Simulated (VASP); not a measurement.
# Nb (Fm-3m) in VASP: notebook

Nb is run at these levels: r2SCAN; tasks: single point.

Everything below comes from runs of VASP 6.6.1. Logs are shortened: lines on timing, memory, paths and dates and some standing lists are left out, and cuts for length are marked.

## Step 1: The cell of the first run

It takes space group Fm-3m (No. 225, cubic). The conventional cell has a = 4.213 Å, b = 4.213 Å, c = 4.213 Å, α = 90.00°, β = 90.00°, γ = 90.00°. Within 3.9 Å of Nb (site symmetry m-3m) lie 12 Nb at 2.98 Å.

## Step 2: Single point, r2SCAN

POSCAR

```
Nb
1.0
    0.0000000000      2.1063621474      2.1063621474
    2.1063621474      0.0000000000      2.1063621474
    2.1063621474      2.1063621474      0.0000000000
Nb
1
Direct
    0.0000000000      0.0000000000      0.0000000000
```

INCAR.step1

```
SYSTEM = Nb
PREC = Accurate ; ENCUT = 520
ISMEAR = 0 ; SIGMA = 0.05
LREAL = .FALSE. ; LASPH = .TRUE.
NELM = 60 ; NBANDS = 12
GGA = PE ; ALGO = Normal
EDIFF = 1E-4 ; LWAVE = .TRUE.
LCHARG = .FALSE.
```

INCAR.step2

```
SYSTEM = Nb
PREC = Accurate ; ENCUT = 520
EDIFF = 1E-6 ; ISMEAR = 0
SIGMA = 0.05 ; LREAL = .FALSE.
LASPH = .TRUE. ; NELM = 60
ALGO = Normal ; ISIF = 2
LWAVE = .FALSE. ; LCHARG = .FALSE.
METAGGA = R2SCAN ; LMIXTAU = .TRUE.
NBANDS = 12 ; ISTART = 1
```

KPOINTS

```
regular mesh
0
G
  18 18 18
  0 0 0
```

Potentials or basis: VASP PAW PBE potentials, release 64 (Nb_sv).

Launch:

```
cat potpaw_PBE.64/Nb_sv/POTCAR > POTCAR
cp INCAR.step1 INCAR
mpirun -np 1 vasp_std > vasp.out
cp INCAR.step2 INCAR
mpirun -np 1 vasp_std > vasp.out
```

OUTCAR:

```text
SYSTEM = Nb
   PREC = Accurate
   ENCUT = 520
   EDIFF = 1E-6
   ISMEAR = 0
   LREAL = .FALSE.
   LASPH = .TRUE.
   NELM = 60
   ISIF = 2
   METAGGA = R2SCAN
   ISTART = 1

 ion  position               nearest neighbor table
   1  0.000  0.000  0.000-

  LATTYP: Found a face centered cubic cell.
 ALAT       =     4.2127242948

  Lattice vectors:

 A1 = (   0.0000000000,   2.1063621474,   2.1063621474)
 A2 = (   2.1063621474,   0.0000000000,   2.1063621474)
 A3 = (   2.1063621474,   2.1063621474,   0.0000000000)

Analysis of symmetry for initial positions (statically):
=====================================================================
 Subroutine PRICEL returns:
 Original cell was already a primitive cell.

 Routine SETGRP: Setting up the symmetry group for a
 face centered cubic supercell.

 Subroutine GETGRP returns: Found 48 space group operations
 (whereof 48 operations were pure point group operations)
 out of a pool of 48 trial point group operations.

The static configuration has the point symmetry O_h .

Analysis of symmetry for dynamics (positions and initial velocities):
=====================================================================
 Subroutine PRICEL returns:
 Original cell was already a primitive cell.

 Routine SETGRP: Setting up the symmetry group for a
 face centered cubic supercell.

 Subroutine GETGRP returns: Found 48 space group operations
 (whereof 48 operations were pure point group operations)
 out of a pool of 48 trial point group operations.

The dynamic configuration has the point symmetry O_h .

 Subroutine INISYM returns: Found 48 space group operations
 (whereof 48 operations are pure point group operations),
 and found     1 'primitive' translations

----------------------------------------------------------------------------------------

                                     Primitive cell

  volume of cell :      18.6909

  direct lattice vectors                    reciprocal lattice vectors
     0.000000000  2.106362147  2.106362147    -0.237376085  0.237376085  0.237376085
     2.106362147  0.000000000  2.106362147     0.237376085 -0.237376085  0.237376085
     2.106362147  2.106362147  0.000000000     0.237376085  0.237376085 -0.237376085

  length of vectors
     2.978845916  2.978845916  2.978845916     0.411147440  0.411147440  0.411147440

  position of ions in fractional coordinates (direct lattice)
     0.000000000  0.000000000  0.000000000

  ion indices of the primitive-cell ions
   primitive index   ion index
                 1           1

----------------------------------------------------------------------------------------

 KPOINTS: regular mesh

Automatic generation of k-mesh.
 Grid dimensions read from file:
 generate k-points for:   18   18   18

 Generating k-lattice:

  Cartesian coordinates                     Fractional coordinates (reciprocal lattice)
    -0.013187560  0.013187560  0.013187560     0.055555556  0.000000000  0.000000000
     0.013187560 -0.013187560  0.013187560     0.000000000  0.055555556  0.000000000
     0.013187560  0.013187560 -0.013187560     0.000000000  0.000000000  0.055555556

  Length of vectors
     0.022841524  0.022841524  0.022841524

  Shift w.r.t. Gamma in fractional coordinates (k-lattice)
     0.000000000  0.000000000  0.000000000

 Subroutine IBZKPT returns following result:
 ===========================================

 Found    195 irreducible k-points:

 Following reciprocal coordinates:
            Coordinates               Weight
  0.000000  0.000000  0.000000      1.000000
  0.055556  0.000000  0.000000      8.000000
  0.111111  0.000000  0.000000      8.000000
  0.166667  0.000000  0.000000      8.000000
  0.222222  0.000000  0.000000      8.000000
  0.277778  0.000000  0.000000      8.000000
[... 16 lines left out ...]
 -0.277778  0.055556  0.000000     24.000000
 -0.222222  0.055556  0.000000     24.000000
 [... further k-points ...]
   k-points           NKPTS =    195   k-points in BZ     NKDIM =    195   number of bands    NBANDS=     12
   number of dos      NEDOS =    301   number of ions     NIONS =      1
   total plane-waves  NPLWV =  13824
   dimension x,y,z NGX =    24 NGY =   24 NGZ =   24
   dimension x,y,z NGXF=    48 NGYF=   48 NGZF=   48
   ions per type =               1
   NGX,Y,Z   is equivalent  to a cutoff of  13.39, 13.39, 13.39 a.u.
   NGXF,Y,Z  is equivalent  to a cutoff of  26.79, 26.79, 26.79 a.u.
 SYSTEM =  Nb
   PREC   = accura    normal or accurate (medium, high low for compatibility)
   ISTART =      1    job   : 0-new  1-cont  2-samecut
   ICHARG =      0    charge: 1-file 2-atom 10-const
   ISPIN  =      1    spin polarized calculation?
   LNONCOLLINEAR =      F non collinear calculations
   LSORBIT =      F    spin-orbit coupling
   LASPH  =      T    aspherical Exc in radial PAW
   ENCUT  =  520.0 eV  38.22 Ry    6.18 a.u.   5.54  5.54  5.54*2*pi/ulx,y,z
   NELM   =     60;   NELMIN=  2; NELMDL=  0     # of ELM steps
   EDIFF  = 0.1E-05   stopping-criterion for ELM
   LREAL  =      F    real-space projection
   EDIFFG = 0.1E-04   stopping-criterion for IOM
   NSW    =      0    number of steps for IOM
   IBRION =     -1    ionic relax: 0-MD 1-quasi-New 2-CG
   NFREE  =      0    steps in history (QN), initial steepest desc. (CG)
   ISIF   =      2    stress and relaxation
   ISYM   =      2    0-nonsym 1-usesym 2-fastsym
   POTIM  = 0.5000    time-step for ionic-motion
   TEBEG  =    0.0;   TEEND  =   0.0 temperature during run
   PSTRESS=    0.0 pullay stress
   NELECT =      13.0000    total number of electrons
   NUPDOWN=      -1.0000    fix difference up-down
   EMIN   =  10.00;   EMAX   =-10.00  energy-range for DOS
   EFERMI =   0.00;   METHOD = LEGACY
   ISMEAR =     0;   SIGMA  =   0.05  broadening in eV -4-tet -1-fermi 0-gaus
   EFERMI_NEDOS =   21; number of points for ismear=-14 and -15
   IALGO  =     38    algorithm
   IMIX   =      4    mixing-type and parameters
     AMIX     =   0.40;   BMIX     =  1.00
     AMIX_MAG =   1.60;   BMIX_MAG =  1.00
  volume/ion in A,a.u.               =      18.69       126.13
  Fermi-wavevector in a.u.,A,eV,Ry     =   1.450484  2.741017 28.625345  2.103904
  Thomas-Fermi vector in A             =   2.568091
   LORBIT       =      0    0 simple, 1 ext, 2 COOP (PROOUT), +10 PAW based schemes
   METAGGA = R2SCAN    functional components
   LHFCALC =     F    Hartree Fock is set to
   AEXX    =    0.0000 exact exchange contribution
   IVDW    =     0    specifies the selected vdW correction
   LEPSILON=     F    determine dielectric tensor
   LRPA    =     F    only Hartree local field effects (RPA)
 non-spin polarized calculation
 Gauss-broadening in eV      SIGMA  =   0.05
  energy-cutoff  :      520.00
  volume of cell :       18.69
 maximum number of plane-waves:       531
 NGX is ok and might be reduce to    24
   NGX = 11   NGY = 11   NGZ = 11

 number of electron      13.0000001 magnetization

 Free energy of the ion-electron system (eV)
  ---------------------------------------------------
  ext. energy  EPLUGINS =         0.00000000
  ---------------------------------------------------
  free energy    TOTEN  =       -24.51374127 eV

  energy without entropy =      -24.51231056  energy(sigma->0) =      -24.51302591

 E-fermi :  11.0230     XC(G=0): -13.4055

 val. band max:       11.0144479836   @ k =   0.5000   0.0000   0.0000
 cond. band min:      11.0289991462   @ k =  -0.3889   0.2222   0.1111
 fundamental gap:      0.0145511626
 Fermi energy:        11.0230370682

 k-point     1 :       0.0000    0.0000    0.0000
  band No.  band energies     occupation
      1     -45.6088      2.00000
      2     -20.2340      2.00000
      3     -20.2340      2.00000
      4     -20.2340      2.00000
      5       4.4049      2.00000
      6      11.1539      0.00022
      7      11.1539      0.00022
      8      11.1539      0.00022
      9      13.9923      0.00000
     10      13.9923      0.00000
     11      23.2636      0.00000
     12      28.5222      0.00000

 k-point     2 :       0.0556    0.0000    0.0000
  band No.  band energies     occupation
      1     -45.6025      2.00000
      2     -20.2754      2.00000
      3     -20.2391      2.00000
      4     -20.2391      2.00000
      5       4.5266      2.00000
      6      11.0532      0.39401
      7      11.2100      0.00000
      8      11.2100      0.00000
      9      13.9405      0.00000
     10      13.9405      0.00000
     11      23.5132      0.00000
     12      27.9551      0.00000

 k-point     3 :       0.1111    0.0000    0.0000
  band No.  band energies     occupation
      1     -45.5841      2.00000
      2     -20.3936      2.00000
      3     -20.2536      2.00000
      4     -20.2536      2.00000
      5       4.8769      2.00000
      6      10.7941      2.00000
      7      11.3573      0.00000
      8      11.3573      0.00000
      9      13.8216      0.00000
     10      13.8216      0.00000
     11      24.1869      0.00000
     12      26.8540      0.00000
[... 286 lines left out ...]
 k-point    23 :      -0.2778    0.0556    0.0000
  band No.  band energies     occupation
      1     -45.4675      2.00000
      2     -21.0772      2.00000
      3     -20.3846      2.00000
      4     -20.3277      2.00000
      5       6.7929      2.00000
      6      10.2920      2.00000
      7      11.3803      0.00000
      8      11.5356      0.00000
      9      13.9860      0.00000
     10      14.9162      0.00000
     11      23.4244      0.00000
     12      26.6935      0.00000

 k-point    24 :      -0.2222    0.0556    0.0000
  band No.  band energies     occupation
      1     -45.5042      2.00000
      2     -20.8641      2.00000
      3     -20.3551      2.00000
      4     -20.2984      2.00000
      5       6.3148      2.00000
      6      10.1461      2.00000
      7      11.5417      0.00000
      8      11.6717      0.00000
      9      13.5282      0.00000
     10      14.4147      0.00000
     11      24.2145      0.00000
     12      26.8074      0.00000

 [... further k-points ...]
[... 5 lines left out ...]
  --------------------------------------------------------------------------------------
  -------------------------------------------------------------------------------------
  Total       -0.0237999     -0.0237999     -0.0237999      0.0000000     -0.0000000      0.0000000
  in kB       -2.0401265     -2.0401265     -2.0401265      0.0000000     -0.0000000      0.0000000
  external PRESSURE =      -2.0401265 kB  Pullay stress =       0.0000000 kB

 VOLUME and BASIS-vectors are now :
 -----------------------------------------------------------------------------
  energy-cutoff  :      520.00
  volume of cell :       18.69
      direct lattice vectors                 reciprocal lattice vectors
     0.000000000  2.106362147  2.106362147    -0.237376085  0.237376085  0.237376085
     2.106362147  0.000000000  2.106362147     0.237376085 -0.237376085  0.237376085
     2.106362147  2.106362147  0.000000000     0.237376085  0.237376085 -0.237376085

 POSITION                                       TOTAL-FORCE (eV/Angst)
 -----------------------------------------------------------------------------------
      0.00000      0.00000      0.00000         0.000000      0.000000     -0.000000
 -----------------------------------------------------------------------------------
    total drift:                                0.000000      0.000000     -0.000000

  FREE ENERGIE OF THE ION-ELECTRON SYSTEM (eV)
  ---------------------------------------------------
  free  energy   TOTEN  =       -24.5137412658 eV

  energy  without entropy=      -24.5123105562  energy(sigma->0) =      -24.51302591
```

It took 90 s on 1 thread of Intel Xeon 6975P-C, shared host; peak memory 0.18 GiB.

What came out:

```yaml
Free_energy: -24.5137 eV
Pressure: -0.2 GPa
```

Caveat: the PAW data sets were made with another functional, which shifts forces and pressure a little.

## Step 3: Single point, r2SCAN

POSCAR is that of step 2.

INCAR.step1

```
PREC = Accurate
ENCUT = 520
ISMEAR = 0
SIGMA = 0.05
LREAL = F
LASPH = T
NELM = 80
NBANDS = 12
GGA = PE
ALGO = Normal
EDIFF = 1E-4
LWAVE = T
LCHARG = F
```

INCAR.step2

```
PREC = Accurate
ENCUT = 520
EDIFF = 1E-7
ISMEAR = 0
SIGMA = 0.05
LREAL = F
LASPH = T
NELM = 80
ALGO = Normal
ISIF = 2
LWAVE = F
LCHARG = T
METAGGA = R2SCAN
LMIXTAU = T
LELF = T
LVHAR = T
NBANDS = 12
ISTART = 1
```

KPOINTS

```
regular mesh
0
Gamma
  18 18 18
```

Potentials or basis: VASP PAW PBE potentials, release 64 (Nb_sv).

Launch:

```
cat potpaw_PBE.64/Nb_sv/POTCAR > POTCAR
cp INCAR.step1 INCAR
mpirun -np 1 vasp_std > vasp.out
cp INCAR.step2 INCAR
mpirun -np 1 vasp_std > vasp.out
```

Wall time 1.7 min (1 thread of Intel Xeon 6975P-C, shared host); peak memory 0.18 GiB.

The run converged. Its results:

| Property | Result |
| --- | --- |
| Free energy | -24.5137 eV |
| Pressure | -0.2 GPa |

Levels at points of the mesh, in eV from the Fermi level:
```
           k point  band 4  band 5  band 6  band 7  band 8  band 9
(0.00, 0.00, 0.00)  -31.26   -6.62    0.13    0.13    0.13    2.97
(0.50, 0.00, 0.00)  -31.42   -4.07   -0.01   -0.01    1.27    4.92
(0.50, 0.50, 0.00)  -31.71   -4.26   -3.55    3.66    4.98    5.45
```

Caveat: the PAW data sets were made with another functional, which shifts forces and pressure a little.
